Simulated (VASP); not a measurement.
Runs of VASP 6.6.1 on PIr (rocksalt type). The structure is that of space group Fm-3m (No. 225), or close to it. The cells are those of the table. 

```csv
task,cell,cutoff (eV),gap on the mesh (eV),pressure (GPa)
electric field gradients,"a = 3.486 Å, angles 60.0°, 2 atoms",520,none,0.4
relaxation of cell and atoms,"relaxed from a = 3.350 Å, angles 60.0°, 2 atoms",600,none,0.1
single point,"a = 3.509 Å, angles 60.0°, 2 atoms",520,none,-3.5
single point,"a = 3.415 Å, angles 60.0°, 2 atoms",520,none,(a)
single point,"a = 3.486 Å, angles 60.0°, 2 atoms",520,none,0.4
single point,"a = 3.462 Å, angles 60.0°, 2 atoms",520,none,4.9
electric field gradients,"a = 3.462 Å, angles 60.0°, 2 atoms",520,none,4.9
```

Alike in all rows: level PBE; potentials or basis VASP PAW PBE potentials, release 64 (Ir, P); no spin polarisation; k mesh 13 × 13 × 13; smearing fermi-dirac 0.05 eV.

Q: Fill in the values left out.

A: (a) 15.4.

Caveats: spin-orbit coupling is left out, which moves the levels of the heavy elements.

A k mesh can miss the band edges, and the runs leave out spin-orbit coupling on Ir.

A gap of «none» marks levels without a gap at the run's occupations.
